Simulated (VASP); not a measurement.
A run of VASP 6.6.1 is set up as follows.

Contents of POSCAR:

```
SrTiO3
1.0
    3.9127013100      0.0000000000      0.0000000000
    0.0000000000      3.9127013100      0.0000000000
    0.0000000000      0.0000000000      3.9127013100
Sr Ti O
1 1 3
Direct
    0.0000000000      0.0000000000      0.0000000000
    0.5000000000      0.5000000000      0.5000000000
    0.5000000000      0.0000000000      0.5000000000
    0.5000000000      0.5000000000      0.0000000000
    0.0000000000      0.5000000000      0.5000000000
```

The input INCAR.step1:

```
PREC = Accurate
ENCUT = 520
ISMEAR = 0
SIGMA = 0.1
LREAL = F
LASPH = T
NELM = 60
NBANDS = 28
GGA = PE
ALGO = Normal
EDIFF = 1E-4
LWAVE = T
LCHARG = F
```

Contents of INCAR.step2:

```
PREC = Accurate
ENCUT = 520
EDIFF = 1E-7
ISMEAR = 0
SIGMA = 0.1
LREAL = F
LASPH = T
NELM = 60
ALGO = Normal
ISIF = 2
LWAVE = F
LCHARG = F
METAGGA = R2SCAN
LMIXTAU = T
NBANDS = 28
ISTART = 1
```

Contents of KPOINTS:

```
regular mesh
0
Gamma
  6 6 6
```

Potentials or basis: VASP PAW PBE potentials, release 64 (Sr_sv, Ti_sv, O).

Run with:

```console
$ cat potpaw_PBE.64/Sr_sv/POTCAR potpaw_PBE.64/Ti_sv/POTCAR potpaw_PBE.64/O/POTCAR > POTCAR
$ cp INCAR.step1 INCAR
$ mpirun -np 1 vasp_std > vasp.out
$ cp INCAR.step2 INCAR
$ mpirun -np 1 vasp_std > vasp.out
```

(1) Estimate the band gap on the k mesh.

(2) Predict the pressure.

## Answers

(1) 2.26 eV (least direct gap 2.65 eV).

(2) 0.1 GPa.

Caveat: the PAW data sets were made with another functional, which shifts forces and pressure a little.
